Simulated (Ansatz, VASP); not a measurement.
**Hf in VASP and in Ansatz**

File INCAR:

```
SYSTEM = Hf
ALGO = Normal
EDIFF = 1E-7
ENCUT = 520
GGA = PE
ISIF = 2
ISMEAR = 0
LASPH = .True.
LCHARG = .True.
LELF = .True.
LREAL = .False.
LVHAR = .True.
LWAVE = .False.
NBANDS = 22
NELM = 60
PREC = Accurate
SIGMA = 0.1
```

KPOINTS

```
k-points
0
Gamma
  4 4 4
  0 0 0
```

File POSCAR:

```
Hf
1.0
    4.0163457900      0.0000000000      0.0000000000
    0.0000000000      4.0163457900      0.0000000000
    0.0000000000      0.0000000000      4.0163457900
Hf
3
Direct
    0.0000000000      0.5000000000      0.5000000000
    0.5000000000      0.0000000000      0.5000000000
    0.5000000000      0.5000000000      0.0000000000
```

Input for Ansatz:

```yaml
crystal:
  lattice:
    - [4.01634579, 0.0, 0.0]
    - [0.0, 4.01634579, 0.0]
    - [0.0, 0.0, 4.01634579]
  atoms:
    - { symbol: Hf, position: [0.0, 0.5, 0.5] }
    - { symbol: Hf, position: [0.5, 0.0, 0.5] }
    - { symbol: Hf, position: [0.5, 0.5, 0.0] }
basis:
  ecutwfc: 420
kpoints:
  mp_grid: { grid: [4, 4, 4] }
hamiltonian:
  xc: pbe
scf:
  occupations: { method: gaussian, width: 0.1 }
  lower_state_search: "off"
output:
  forces: true
  stress: true
  eigenvalues: true
```

Alike in both runs: task single point; functional PBE; k mesh 4 × 4 × 4; occupations gaussian, width 0.1 eV; no spin polarisation.

|  | VASP | Ansatz |
| --- | --- | --- |
| version | VASP 6.6.1 | Ansatz 0.2.0 |
| potentials or method | VASP PAW PBE potentials, release 64 (Hf_pv), cutoff 520 eV | scalar-relativistic, plane waves, PAW |
| valence electrons in the cell | 30 | 78 |

Ansatz gave:

| Property | Result |
| --- | --- |
| gap on the k mesh at the Fermi level (eV) | none |
| pressure (GPa) | 18.0 |

Estimate VASP's values.

gap on the k mesh at the Fermi level (eV): none; pressure (GPa): 17.6.

A gap of «none» marks a metal or a gap that the smearing closes. VASP's potentials hold 30 valence electrons a cell and Ansatz's 78, so a difference there can come from the potentials and not from the codes.

The k mesh is coarse, so the values compare programs but aren't converged. Spin-orbit coupling is off throughout.
